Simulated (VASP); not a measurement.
# HfC (Fm-3m) in VASP: a series of runs, part 2 of 2

VASP 6.6.1.

### 3 Relaxation of cell and atoms, PBEsol, target pressure 15 GPa, at which the enthalpy is minimised

Input file INCAR:

```
  PREC = Accurate
  ENCUT = 600
  EDIFF = 1E-6
  ISMEAR = -1
  SIGMA = 0.1
  LREAL = F
  LASPH = T
  NELM = 80
  ALGO = Normal
  ISIF = 3
  LWAVE = F
  LCHARG = F
  GGA = PS
  IBRION = 2
  NSW = 100
  EDIFFG = -0.002
  PSTRESS = 150.0
```

Input file KPOINTS:

```
regular mesh
0
Gamma
  18 18 18
```

Input file POSCAR:

```
HfC
1.0
    0.0000000000      2.3036722454      2.3036722454
    2.3036722454      0.0000000000      2.3036722454
    2.3036722454      2.3036722454      0.0000000000
Hf C
1 1
Direct
    0.5000000000      0.5000000000      0.5000000000
    0.0000000000      0.0000000000      0.0000000000
```

Potentials or basis: VASP PAW PBE potentials, release 64 (Hf_pv, C).

The run is started by

```console
$ cat potpaw_PBE.64/Hf_pv/POTCAR potpaw_PBE.64/C/POTCAR > POTCAR
$ mpirun -np 1 vasp_std > vasp.out
```

OUTCAR:

```text
PREC = Accurate
   ENCUT = 600
   EDIFF = 1E-6
   ISMEAR = -1
   LREAL = F
   LASPH = T
   NELM = 80
   ISIF = 3
   GGA = PS
   IBRION = 2
   NSW = 100
   EDIFFG = -0.002
   PSTRESS = 150.0

 ion  position               nearest neighbor table
   1  0.500  0.500  0.500-   2 2.30   2 2.30   2 2.30   2 2.30   2 2.30   2 2.30
   2  0.000  0.000  0.000-   1 2.30   1 2.30   1 2.30   1 2.30   1 2.30   1 2.30

  LATTYP: Found a face centered cubic cell.
 ALAT       =     4.6073444908

  Lattice vectors:

 A1 = (   0.0000000000,   2.3036722454,   2.3036722454)
 A2 = (   2.3036722454,   0.0000000000,   2.3036722454)
 A3 = (   2.3036722454,   2.3036722454,   0.0000000000)

Analysis of symmetry for initial positions (statically):
=====================================================================
 Subroutine PRICEL returns:
 Original cell was already a primitive cell.

 Routine SETGRP: Setting up the symmetry group for a
 face centered cubic supercell.

 Subroutine GETGRP returns: Found 48 space group operations
 (whereof 48 operations were pure point group operations)
 out of a pool of 48 trial point group operations.

The static configuration has the point symmetry O_h .

Analysis of symmetry for dynamics (positions and initial velocities):
=====================================================================
 Subroutine PRICEL returns:
 Original cell was already a primitive cell.

[... 383 lines left out ...]

 number of electron      14.0000001 magnetization

 Free energy of the ion-electron system (eV)
  ---------------------------------------------------
  ext. energy  EPLUGINS =         0.00000000
  ---------------------------------------------------
  free energy    TOTEN  =       -22.14513688 eV

  energy without entropy =      -22.13572618  energy(sigma->0) =      -22.14043153

 E-fermi :   6.4536     XC(G=0): -12.8310

 val. band max:        6.4533020167   @ k =   0.2778   0.2222   0.0000
 cond. band min:       6.4554757696   @ k =   0.4444   0.3889   0.0000
 fundamental gap:      0.0021737530
 Fermi energy:         6.4535698559

 k-point     1 :       0.0000    0.0000    0.0000
  band No.  band energies     occupation
      1     -22.6460      2.00000
      2     -22.6460      2.00000
      3     -22.6460      2.00000
      4      -6.2521      2.00000
      5       7.5262      0.00004
      6       7.5262      0.00004
      7       7.5262      0.00004
      8       7.8130      0.00000
      9       7.8130      0.00000
     10       7.8130      0.00000
     11      10.0728      0.00000
[... 309 lines left out ...]
 k-point    24 :      -0.2222    0.0556    0.0000
  band No.  band energies     occupation
      1     -23.1076      2.00000
      2     -22.7221      2.00000
      3     -22.6767      2.00000
      4      -4.6797      2.00000
      5       3.3445      2.00000
      6       4.4269      2.00000
      7       4.7457      2.00000
      8       9.2051      0.00000
      9       9.4608      0.00000
     10      10.2882      0.00000
     11      13.6373      0.00000

 [... further k-points ...]

------------------------ aborting loop because EDIFF is reached ----------------------------------------

  FORCE on cell =-STRESS in cart. coord.  units (eV):
  Direction    XX          YY          ZZ          XY          YZ          ZX
  --------------------------------------------------------------------------------------
  -------------------------------------------------------------------------------------
  Total        2.1693497      2.1693497      2.1693497      0.0000000      0.0000000      0.0000000
  in kB      150.1471581    150.1471581    150.1471581      0.0000000      0.0000000      0.0000000
  external PRESSURE =       0.1471581 kB  Pullay stress =     150.0000000 kB
[... 21 lines left out ...]
  energy  without entropy=      -22.1357261789  energy(sigma->0) =      -22.14043153

  enthalpy is  TOTEN    =       -19.9779133284 eV   P V=        2.1672235552

 reached required accuracy - stopping structural energy minimisation
```

It took 4.3 min on 1 thread of Intel Xeon Platinum 8259CL at 2.50GHz (Skylake/Cascade Lake), shared host; peak memory 0.23 GiB.

What came out:

| Quantity | Value |
| --- | --- |
| Free energy | -22.1451 eV |
| Relaxed volume | 11.57 Å³/atom |
| Relaxed cell | a = 3.199 Å, b = 3.199 Å, c = 3.199 Å, α = 60.00°, β = 60.00°, γ = 60.00° |
| Space group after relaxing (to 0.1 Å) | Fm-3m (No. 225) |
| Energy change on relaxing (the run minimises the enthalpy) | +28.2 meV/atom |
| Ionic steps | 7 |
| Pressure after relaxing | 15.0 GPa |
| Band gap on the k mesh | zero (bands 7 and 8 overlap by 1.49 eV) |

The path:
| step | energy change (eV) | largest force (eV/Å) | pressure (GPa) | volume (Å³) |
| --- | --- | --- | --- | --- |
| 1 | 0.0000 | 0.0000 | -0.44 | 24.45 |
| 2 | 0.6584 | 0.0000 | 62.62 | 20.51 |
| 3 | 0.0514 | 0.0000 | 14.31 | 23.20 |
| 4 | 0.0554 | 0.0000 | 14.90 | 23.16 |
| 5 | 0.0578 | 0.0000 | 15.23 | 23.13 |
| 6 | 0.0533 | 0.0000 | 14.54 | 23.18 |
| 7 | 0.0563 | 0.0000 | 15.01 | 23.15 |

Final structure:
```xyz
2
Lattice="0.0000 2.2620 2.2620 2.2620 0.0000 2.2620 2.2620 2.2620 0.0000" Properties=species:S:1:pos:R:3 pbc="T T T"
Hf    2.2620    2.2620    2.2620
C     0.0000    0.0000    0.0000
```

Caveat: the cell is relaxed towards a set pressure, so the run minimises the enthalpy, not the energy; the PAW data sets were made with another functional, which shifts forces and pressure a little; spin-orbit coupling is left out, which moves the levels of the heavy elements.

### 4 Relaxation of cell and atoms, PBEsol

This run uses another cell than the first one, of 12.57 Å³/atom.

INCAR, as its differences from that of step 3:

```diff
@@ -16,2 +16 @@
   EDIFFG = -0.002
-  PSTRESS = 150.0
```

Input file KPOINTS:

```
Automatic mesh
0
Gamma
  18 18 18
```

Input file POSCAR:

```
HfC
1.0
    0.0000000000      2.3250000000      2.3250000000
    2.3250000000      0.0000000000      2.3250000000
    2.3250000000      2.3250000000      0.0000000000
Hf C
1 1
Direct
    0.5000000000      0.5000000000      0.5000000000
    0.0000000000      0.0000000000      0.0000000000
```

The run is started by

```console
$ cat potpaw_PBE.64/Hf_pv/POTCAR potpaw_PBE.64/C/POTCAR > POTCAR
$ mpirun -np 1 vasp_std > vasp.out
```

It took 3.8 min on 1 thread of Intel Xeon Platinum 8259CL at 2.50GHz (Skylake/Cascade Lake), shared host; peak memory 0.23 GiB.

The run converged. Its results:

```
Free energy                           : -22.2021 eV
Relaxed volume                        : 12.20 Å³/atom
Relaxed cell                          : a = 3.256 Å, b = 3.256 Å, c = 3.256 Å, α = 60.00°, β = 60.00°, γ = 60.00°
Space group after relaxing (to 0.1 Å) : Fm-3m (No. 225)
Energy gained by relaxing             : 8.2 meV/atom
Ionic steps                           : 6
Pressure after relaxing               : 0.0 GPa
Band gap on the k mesh                : zero (bands 7 and 8 overlap by 1.46 eV)
```

Step by step:
```
step  energy change (eV)  largest force (eV/Å)  pressure (GPa)  volume (Å³)
   1              0.0000                0.0000           -7.07        25.14
   2              0.0375                0.0000           14.66        23.17
   3             -0.0165                0.0000           -0.18        24.42
   4             -0.0165                0.0000            0.06        24.40
   5             -0.0165                0.0000           -0.09        24.42
   6             -0.0165                0.0000            0.00        24.41
```

Final structure:
```cif
data_structure
_symmetry_space_group_name_H-M 'P 1'
_symmetry_Int_Tables_number 1
_cell_length_a 3.2559
_cell_length_b 3.2559
_cell_length_c 3.2559
_cell_angle_alpha 60.000
_cell_angle_beta 60.000
_cell_angle_gamma 60.000
_cell_volume 24.41
loop_
_atom_site_label
_atom_site_type_symbol
_atom_site_fract_x
_atom_site_fract_y
_atom_site_fract_z
_atom_site_occupancy
Hf1 Hf 0.50000 0.50000 0.50000 1
C1 C 0.00000 0.00000 0.00000 1
```

Levels at points of the mesh, in eV from the Fermi level:
```csv
k point,band 4,band 5,band 6,band 7,band 8,band 9,band 10,band 11
"(0.00, 0.00, 0.00)",-12.43,1.05,1.05,1.05,1.36,1.36,1.36,3.46
"(0.50, 0.00, 0.00)",-8.45,-6.30,-3.09,-3.09,5.47,5.47,5.96,6.67
"(0.50, 0.50, 0.00)",-10.49,-2.55,-1.92,-0.04,-0.04,5.48,6.97,6.97
```

Caveat: the PAW data sets were made with another functional, which shifts forces and pressure a little; spin-orbit coupling is left out, which moves the levels of the heavy elements.

### 5 The runs side by side

| cell | gap on the mesh (eV) | pressure (GPa) |
| --- | --- | --- |
| relaxed to 10 GPa from a = 3.258 Å, angles 60.0°, 2 atoms | none | 10.0 |
| relaxed to 15 GPa from a = 3.258 Å, angles 60.0°, 2 atoms | none | 15.0 |
| relaxed from a = 3.288 Å, angles 60.0°, 2 atoms | none | 0.0 |

Alike in all rows: task relaxation of cell and atoms; level PBEsol; potentials or basis VASP PAW PBE potentials, release 64 (Hf_pv, C); no spin polarisation; k mesh 18 × 18 × 18; cutoff (eV) 600; smearing fermi-dirac 0.1 eV.

Caveats: the PAW data sets were made with another functional, which shifts forces and pressure a little; spin-orbit coupling is left out, which moves the levels of the heavy elements; the cell is relaxed towards a set pressure, so the run minimises the enthalpy, not the energy (at least some runs).

Total energies depend on the potentials used, so only differences within one code and one set of settings carry meaning.
